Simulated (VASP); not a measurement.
Set up this calculation in VASP 6.6.1, as the native input.

| Item | Value |
| --- | --- |
| Task | single point |
| Functional | PBEsol |
| Potentials or basis | VASP PAW PBE potentials, release 64 (Ti_sv, Al) |
| Cutoff | 520 eV |
| k mesh | 14 × 14 × 14 |
| Occupations | gaussian, width 0.15 eV |
| Spin | no spin polarisation |
| Dipole correction | no |
| Further INCAR settings | ALGO = Fast; EDIFF = 1e-06; NBANDS = 18 |

The structure of TiAl3 lies in POSCAR:

```
TiAl3
1.0
   -1.8408058993      1.8408058993      4.5759266148
    1.8408058993     -1.8408058993      4.5759266148
    1.8408058993      1.8408058993     -4.5759266148
Ti Al
1 3
Direct
    0.0000000000      0.0000000000      0.0000000000
    0.5000000000      0.5000000000      0.0000000000
    0.7500000000      0.2302628566      0.4802628566
    0.2500000000      0.7697371434      0.5197371434
```

This cell differs from its parent crystal: atoms displaced along a vibrational mode, the cell strained.

These files were run (other wordings do the same):

INCAR

```
PREC = Accurate
ENCUT = 520
EDIFF = 1E-6
ISMEAR = 0
SIGMA = 0.15
LREAL = False
LASPH = True
NELM = 60
ALGO = Fast
ISIF = 2
LWAVE = False
LCHARG = False
GGA = PS
NBANDS = 18
```

KPOINTS

```
Automatic mesh
0
Gamma
  14 14 14
```

Potentials or basis: VASP PAW PBE potentials, release 64 (Ti_sv, Al).

Command:

```bash
$ cat potpaw_PBE.64/Ti_sv/POTCAR potpaw_PBE.64/Al/POTCAR > POTCAR
$ mpirun -np 1 vasp_std > vasp.out
```

It gave:

- Pressure: 2.5 GPa
- Largest force: 1.141 eV/Å
- Band gap on the k mesh: zero (an odd number of electrons rules out a gap without spin polarisation)

Caveat: the cell differs from its parent crystal (atoms displaced along a vibrational mode, the cell strained); the PAW data sets were made with another functional, which shifts forces and pressure a little.

Wall time 25 min on 1 thread of Intel(R) Xeon(R) 6975P-C (Granite Rapids), on a shared host, peak memory 0.88 GiB.
